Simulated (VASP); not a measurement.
Set up this calculation in VASP 6.6.1, as the native input.

```
Task                   : single point
Functional             : r2SCAN
Potentials or basis    : VASP PAW PBE potentials, release 64 (H)
Cutoff                 : 520 eV
k mesh                 : 14 × 14 × 14
Occupations            : gaussian, width 0.02 eV
Spin                   : no spin polarisation
Dipole correction      : no
Further INCAR settings : ALGO = Normal; EDIFF = 1e-06; NBANDS = 8
```

Crystal: H.

```
CELL_PARAMETERS angstrom
-1.17605 1.17605 1.65014
1.17605 -1.17605 1.65014
1.17605 1.17605 -1.65014
ATOMIC_POSITIONS crystal
H 0.88899 0.88899 0.00000
H 0.11101 0.11101 0.00000
```

One way to write it, as run:

POSCAR

```
H
1.0
   -1.1760526651      1.1760526651      1.6501413636
    1.1760526651     -1.1760526651      1.6501413636
    1.1760526651      1.1760526651     -1.6501413636
H
2
Direct
    0.8889876399      0.8889876399      0.0000000000
    0.1110123601      0.1110123601      0.0000000000
```

INCAR.step1

```
SYSTEM = H
PREC = Accurate
ENCUT = 520
ISMEAR = 0
SIGMA = 0.02
LREAL = .FALSE.
LASPH = .TRUE.
NELM = 100
NBANDS = 8
GGA = PE
ALGO = Normal
EDIFF = 1E-4
LWAVE = .TRUE.
LCHARG = .FALSE.
```

INCAR.step2

```
SYSTEM = H
PREC = Accurate
ENCUT = 520
EDIFF = 1E-6
ISMEAR = 0
SIGMA = 0.02
LREAL = .FALSE.
LASPH = .TRUE.
NELM = 100
ALGO = Normal
ISIF = 2
LWAVE = .FALSE.
LCHARG = .TRUE.
METAGGA = R2SCAN
LMIXTAU = .TRUE.
LELF = .TRUE.
LVHAR = .TRUE.
NBANDS = 8
ISTART = 1
```

KPOINTS

```
Automatic mesh
0
G
  14 14 14
  0 0 0
```

Potentials or basis: VASP PAW PBE potentials, release 64 (H).

The run is started by

```bash
$ cat potpaw_PBE.64/H/POTCAR > POTCAR
$ cp INCAR.step1 INCAR
$ mpirun -np 1 vasp_std > vasp.out
$ cp INCAR.step2 INCAR
$ mpirun -np 1 vasp_std > vasp.out
```

It gave:

- Pressure: 14.6 GPa
- Largest force: 0.016 eV/Å
- Band gap on the k mesh: 7.14 eV (least direct gap 7.61 eV)

Caveat: the cell stands under pressure; the PAW data sets were made with another functional, which shifts forces and pressure a little.

Run time: 28 s on 1 thread of Intel(R) Xeon(R) 6975P-C (Granite Rapids), with other jobs on the host, peak memory 0.12 GiB.
